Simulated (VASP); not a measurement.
Set up this calculation in VASP 6.6.1, as the native input.

| Quantity | Value |
| --- | --- |
| Task | single point |
| Functional | LDA |
| Potentials or basis | VASP PAW LDA potentials, release 64 (Te, Ge_d, Sb) |
| Cutoff | 520 eV |
| k mesh | 10 × 10 × 2 |
| Occupations | gaussian, width 0.03 eV |
| Spin | no spin polarisation |
| Dipole correction | no |
| Further INCAR settings | ALGO = Normal; EDIFF = 1e-06; NBANDS = 44 |

The structure of Ge2Sb2Te5 lies in POSCAR:

```
Ge2Sb2Te5
1.0
    4.1965864468     -0.0000002863      0.0000000000
   -2.0982929755      3.6343506153      0.0000000000
    0.0000000000      0.0000000000     16.6671554650
Te Ge Sb
5 2 2
Direct
    0.0000000000      1.0000000000      0.0000000000
    0.6666666667      0.3333333333      0.1991556661
    0.3333333333      0.6666666667      0.4213715606
    0.6666666667      0.3333333333      0.5786284394
    0.3333333333      0.6666666667      0.8008443339
    0.3333333333      0.6666666667      0.1006440639
    0.6666666667      0.3333333333      0.8993559361
    1.0000000000      1.0000000000      0.3183942797
    1.0000000000      0.0000000000      0.6816057203
```

One way to write it, as run:

INCAR

```
SYSTEM = Ge2Sb2Te5
ALGO     = Normal         ! electronic algorithm
EDIFF    = 1E-6           ! SCF threshold, eV
ENCUT    = 520            ! plane-wave cutoff, eV
GGA      = CA             ! functional
ISIF     = 2              ! what is computed and relaxed
ISMEAR   = 0              ! smearing method
LASPH    = .TRUE.         ! aspherical terms in the spheres
LCHARG   = .FALSE.        ! write CHGCAR
LREAL    = .FALSE.        ! projectors in reciprocal space
LWAVE    = .FALSE.        ! write WAVECAR
NBANDS   = 44             ! bands
NELM     = 60             ! most SCF steps
PREC     = Accurate       ! precision mode
SIGMA    = 0.03           ! smearing width, eV
```

KPOINTS

```
k-points
0
G
  10 10 2
  0 0 0
```

Potentials or basis: VASP PAW LDA potentials, release 64 (Te, Ge_d, Sb).

The run is started by

```console
$ cat potpaw_LDA.64/Te/POTCAR potpaw_LDA.64/Ge_d/POTCAR potpaw_LDA.64/Sb/POTCAR > POTCAR
$ mpirun -np 1 vasp_std > vasp.out
```

Results of the run:

The pressure is 0.0 GPa, the largest force is 0.052 eV/Å and the band gap on the k mesh is 0.03 eV.

Caveat: spin-orbit coupling is left out, which moves the levels of the heavy elements.

Run time: 7.2 min on 1 thread of Intel(R) Xeon(R) Platinum 8488C (Sapphire Rapids), on a shared host, peak memory 0.45 GiB.
